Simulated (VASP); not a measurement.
# K2HfSe3 (P4/mmm) in VASP: notebook

K2HfSe3 is run at these levels: PBE; tasks: single point, relaxation of cell and atoms.

All numbers are computed with VASP 6.6.1; they aren't measurements. Logs are shortened: lines on timing, memory, paths and dates and some standing lists are left out, and cuts for length are marked.

## 1. The cell of the first run

It takes space group P4/mmm (No. 123, tetragonal). Conventional cell: a = 5.610 Å, b = 5.610 Å, c = 5.571 Å, α = 90.00°, β = 90.00°, γ = 90.00°. Within 3.7 Å of K (site symmetry 4/mmm) lie 2 K at 2.79 Å and 4 Se at 2.80 Å. K (site symmetry 4/mmm) has 2 K at 2.79 Å within 3.7 Å. Within 3.7 Å of Hf (site symmetry 4/mmm) lie 6 Se at 2.79 to 2.80 Å. Within 3.7 Å of Se (site symmetry mmm) lie 2 K at 2.80 Å and 2 Hf at 2.80 Å. Se (site symmetry 4/mmm) has 2 Hf at 2.79 Å within 3.7 Å.

The cell was generated, and may not be a known phase.

## 2. Single point, PBE

INCAR

```
PREC     = Accurate       # precision mode
ENCUT    = 520            # plane-wave cutoff, eV
EDIFF    = 1E-7           # SCF threshold, eV
ISMEAR   = 0              # smearing method
SIGMA    = 0.01           # smearing width, eV
LREAL    = False          # projectors in reciprocal space
LASPH    = True           # aspherical terms in the spheres
NELM     = 80             # most SCF steps
ALGO     = Normal         # electronic algorithm
ISIF     = 2              # what is computed and relaxed
LWAVE    = False          # write WAVECAR
LCHARG   = True           # write CHGCAR
GGA      = PE             # functional
LELF     = True           # ELF
LVHAR    = True         
NBANDS   = 32             # bands
```

KPOINTS

```
Automatic mesh
0
Gamma
  6 6 6
```

POSCAR

```
K2HfSe3
1.0
    5.6098932388      0.0000000000      0.0000000000
    0.0000000000      5.6098932388      0.0000000000
    0.0000000000      0.0000000000      5.5710031881
K Hf Se
2 1 3
Direct
    0.5000000000      0.5000000000      0.0000000000
    0.5000000000      0.5000000000      0.5000000000
    0.0000000000      0.0000000000      0.0000000000
    0.5000000000      0.0000000000      0.0000000000
    0.0000000000      0.5000000000      0.0000000000
    0.0000000000      0.0000000000      0.5000000000
```

Potentials or basis: VASP PAW PBE potentials, release 64 (K_sv, Hf_pv, Se).

The run is started by

```bash
cat potpaw_PBE.64/K_sv/POTCAR potpaw_PBE.64/Hf_pv/POTCAR potpaw_PBE.64/Se/POTCAR > POTCAR
mpirun -np 1 vasp_std > vasp.out
```

OUTCAR:

```text
PREC = Accurate
   ENCUT = 520
   EDIFF = 1E-7
   ISMEAR = 0
   LREAL = False
   LASPH = True
   NELM = 80
   ISIF = 2
   GGA = PE

 ion  position               nearest neighbor table
   1  0.500  0.500  0.000-   2 2.79   2 2.79   5 2.80   4 2.80   4 2.80   5 2.80
   2  0.500  0.500  0.500-   1 2.79   1 2.79
   3  0.000  0.000  0.000-   6 2.79   6 2.79   4 2.80   5 2.80   5 2.80   4 2.80
   4  0.500  0.000  0.000-   1 2.80   3 2.80   1 2.80   3 2.80
   5  0.000  0.500  0.000-   1 2.80   3 2.80   3 2.80   1 2.80
   6  0.000  0.000  0.500-   3 2.79   3 2.79

  LATTYP: Found a simple tetragonal cell.
 ALAT       =     5.6098932388
 C/A-ratio  =     0.9930675952

  Lattice vectors:

 A1 = (   5.6098932388,   0.0000000000,   0.0000000000)
 A2 = (   0.0000000000,   5.6098932388,   0.0000000000)
 A3 = (   0.0000000000,   0.0000000000,   5.5710031881)

Analysis of symmetry for initial positions (statically):
=====================================================================
 Subroutine PRICEL returns:
 Original cell was already a primitive cell.

 Routine SETGRP: Setting up the symmetry group for a
 simple tetragonal supercell.

 Subroutine GETGRP returns: Found 16 space group operations
 (whereof 16 operations were pure point group operations)
 out of a pool of 16 trial point group operations.

The static configuration has the point symmetry D_4h.

Analysis of symmetry for dynamics (positions and initial velocities):
=====================================================================
 Subroutine PRICEL returns:
 Original cell was already a primitive cell.

 Routine SETGRP: Setting up the symmetry group for a
 simple tetragonal supercell.

 Subroutine GETGRP returns: Found 16 space group operations
 (whereof 16 operations were pure point group operations)
 out of a pool of 16 trial point group operations.

The dynamic configuration has the point symmetry D_4h.

 Subroutine INISYM returns: Found 16 space group operations
 (whereof 16 operations are pure point group operations),
 and found     1 'primitive' translations

----------------------------------------------------------------------------------------

                                     Primitive cell

  volume of cell :     175.3245

  direct lattice vectors                    reciprocal lattice vectors
[... 92 lines left out ...]
   LASPH  =      T    aspherical Exc in radial PAW
   ENCUT  =  520.0 eV  38.22 Ry    6.18 a.u.  10.43 10.43 10.36*2*pi/ulx,y,z
   NELM   =     80;   NELMIN=  2; NELMDL= -5     # of ELM steps
   EDIFF  = 0.1E-06   stopping-criterion for ELM
   LREAL  =      F    real-space projection
   EDIFFG = 0.1E-05   stopping-criterion for IOM
   NSW    =      0    number of steps for IOM
   IBRION =     -1    ionic relax: 0-MD 1-quasi-New 2-CG
   NFREE  =      0    steps in history (QN), initial steepest desc. (CG)
   ISIF   =      2    stress and relaxation
   ISYM   =      2    0-nonsym 1-usesym 2-fastsym
   POTIM  = 0.5000    time-step for ionic-motion
   TEBEG  =    0.0;   TEEND  =   0.0 temperature during run
   PSTRESS=    0.0 pullay stress
   NELECT =      46.0000    total number of electrons
   NUPDOWN=      -1.0000    fix difference up-down
   EMIN   =  10.00;   EMAX   =-10.00  energy-range for DOS
   EFERMI =   0.00;   METHOD = LEGACY
   ISMEAR =     0;   SIGMA  =   0.01  broadening in eV -4-tet -1-fermi 0-gaus
   EFERMI_NEDOS =   21; number of points for ismear=-14 and -15
   IALGO  =     38    algorithm
   IMIX   =      4    mixing-type and parameters
     AMIX     =   0.40;   BMIX     =  1.00
     AMIX_MAG =   1.60;   BMIX_MAG =  1.00
  volume/ion in A,a.u.               =      29.22       197.19
  Fermi-wavevector in a.u.,A,eV,Ry     =   1.048045  1.980518 14.944615  1.098398
  Thomas-Fermi vector in A             =   2.182950
   LORBIT       =      0    0 simple, 1 ext, 2 COOP (PROOUT), +10 PAW based schemes
   GGA     = PE    functional components
   LHFCALC =     F    Hartree Fock is set to
   AEXX    =    0.0000 exact exchange contribution
   IVDW    =     0    specifies the selected vdW correction
   LEPSILON=     F    determine dielectric tensor
   LRPA    =     F    only Hartree local field effects (RPA)
 non-spin polarized calculation
 Gauss-broadening in eV      SIGMA  =   0.01
  energy-cutoff  :      520.00
  volume of cell :      175.32
 maximum number of plane-waves:      4753
 NGX is ok and might be reduce to    42
   NGX = 21   NGY = 21   NGZ = 21

 number of electron      45.9999990 magnetization

 Free energy of the ion-electron system (eV)
  ---------------------------------------------------
  ext. energy  EPLUGINS =         0.00000000
  ---------------------------------------------------
  free energy    TOTEN  =       -27.31072732 eV

  energy without entropy =      -27.31072731  energy(sigma->0) =      -27.31072731

 E-fermi :   1.9794     XC(G=0):  -8.5698

 val. band max:        1.9477269558   @ k =   0.5000   0.0000   0.5000
 cond. band min:       2.0100813684   @ k =   0.0000   0.0000   0.0000
 fundamental gap:      0.0623544126
 Fermi energy:         1.9794344616

 k-point     1 :       0.0000    0.0000    0.0000
  band No.  band energies     occupation
      1     -30.2791      2.00000
      2     -30.2791      2.00000
      3     -30.2004      2.00000
      4     -29.7113      2.00000
      5     -28.3115      2.00000
      6     -14.0843      2.00000
[... 829 lines left out ...]
     31       7.0470      0.00000
     32       7.5851      0.00000

 [... further k-points ...]
[... 5 lines left out ...]
  --------------------------------------------------------------------------------------
  -------------------------------------------------------------------------------------
  Total        0.0326217      0.0326217      0.0131354      0.0000000     -0.0000000      0.0000000
  in kB        0.2981087      0.2981087      0.1200362      0.0000000     -0.0000000      0.0000000
  external PRESSURE =       0.2387512 kB  Pullay stress =       0.0000000 kB

 VOLUME and BASIS-vectors are now :
 -----------------------------------------------------------------------------
  energy-cutoff  :      520.00
  volume of cell :      175.32
      direct lattice vectors                 reciprocal lattice vectors
     5.609893239  0.000000000  0.000000000     0.178256512  0.000000000  0.000000000
     0.000000000  5.609893239  0.000000000     0.000000000  0.178256512  0.000000000
     0.000000000  0.000000000  5.571003188     0.000000000  0.000000000  0.179500885

 POSITION                                       TOTAL-FORCE (eV/Angst)
 -----------------------------------------------------------------------------------
      2.80495      2.80495      0.00000         0.000000      0.000000      0.000000
      2.80495      2.80495      2.78550         0.000000      0.000000      0.000000
      0.00000      0.00000      0.00000         0.000000      0.000000      0.000000
      2.80495      0.00000      0.00000         0.000000      0.000000      0.000000
      0.00000      2.80495      0.00000         0.000000      0.000000      0.000000
      0.00000      0.00000      2.78550         0.000000      0.000000      0.000000
 -----------------------------------------------------------------------------------
    total drift:                                0.000000     -0.000000     -0.000000

  FREE ENERGIE OF THE ION-ELECTRON SYSTEM (eV)
  ---------------------------------------------------
  free  energy   TOTEN  =       -27.3107273168 eV

  energy  without entropy=      -27.3107273124  energy(sigma->0) =      -27.31072731
```

It took 4.6 min on 1 thread of Intel Xeon Platinum 8559C (Emerald Rapids), shared host; peak memory 0.39 GiB.

Results:

| Property | Result |
| --- | --- |
| Free energy | -27.3107 eV |
| Pressure | 0.0 GPa |
| Band gap on the k mesh | 0.06 eV (least direct gap 0.62 eV) |

Levels at points of the mesh, in eV from the valence-band top:
| k point | band 20 | band 21 | band 22 | band 23 | band 24 | band 25 | band 26 | band 27 |
| --- | --- | --- | --- | --- | --- | --- | --- | --- |
| (0.00, 0.00, 0.00) | -0.89 | -0.57 | -0.56 | -0.56 | 0.06 | 0.49 | 0.49 | 1.69 |
| (0.50, 0.00, 0.00) | -1.90 | -1.28 | -0.90 | -0.60 | 0.60 | 1.78 | 1.95 | 2.08 |
| (0.50, 0.50, 0.00) | -2.10 | -1.58 | -1.31 | -1.31 | 2.07 | 2.07 | 2.09 | 2.44 |
| (0.00, 0.00, 0.50) | -1.81 | -1.45 | -0.87 | -0.87 | 0.12 | 1.73 | 1.73 | 2.28 |
| (0.50, 0.00, 0.50) | -1.91 | -1.86 | -1.81 | 0.00 | 1.79 | 1.95 | 2.29 | 2.50 |
| (0.50, 0.50, 0.50) | -3.11 | -1.56 | -0.04 | -0.04 | 2.48 | 2.58 | 2.58 | 3.14 |

Caveat: semilocal functionals underestimate gaps, and a narrow one can read as zero; spin-orbit coupling is left out, which moves the levels of the heavy elements. A k mesh can miss the band edges.

(Continued in part 2 of 2.)
